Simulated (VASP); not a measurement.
Runs of VASP 6.6.1 on TaVN2. The structure is that of space group P4/mmm (No. 123), or close to it. The cells are those of the table. 

```tsv
level	potentials or basis	fixed moment (μB)	cell	k mesh	cutoff (eV)	second run	gap on the mesh (eV)	pressure (GPa)	moment (μB)
LDA	VASP PAW LDA potentials, release 64 (Ta_pv, V_sv, N)	-	a = 3.029, b = 3.029, c = 4.267 Å, 4 atoms	9 × 9 × 6	600	-	none	-12.0	0.00
PBEsol	VASP PAW PBE potentials, release 64 (Ta_pv, V_sv, N)	4.0	a = 3.050, b = 3.050, c = 4.296 Å, 4 atoms	7 × 7 × 5	520	-	-	10.0	4.00
PBE	VASP PAW PBE potentials, release 64 (Ta_pv, V_sv, N)	-	a = 2.988, b = 2.988, c = 4.208 Å, 4 atoms	9 × 9 × 6	520	-	none	19.5	0.00
PBEsol	VASP PAW PBE potentials, release 64 (Ta_sv_GW, V_sv, N)	3.0	a = 3.050, b = 3.050, c = 4.296 Å, 4 atoms	7 × 7 × 5	600	valence_matched	-	(a)	3.00
PBEsol	VASP PAW PBE potentials, release 64 (Ta_sv_GW, V_sv, N)	4.0	a = 3.050, b = 3.050, c = 4.296 Å, 4 atoms	7 × 7 × 5	600	valence_matched	-	(b)	4.00
```

Alike in all rows: task single point; spin collinear, ferromagnetic start; smearing fermi-dirac 0.05 eV.

Question: Fill in the values left out.

Answer: (a) -0.1; (b) 9.3.

Caveats: spin-orbit coupling is left out, which moves the levels of the heavy elements; the PAW data sets were made with another functional, which shifts forces and pressure a little (some runs); the total moment is fixed, so each spin has its own Fermi level (some runs).

A k mesh can miss the band edges, and the runs leave out spin-orbit coupling on Ta.

A gap of «none» marks levels without a gap at the run's occupations.

The runs don't all hold the same shells in valence.
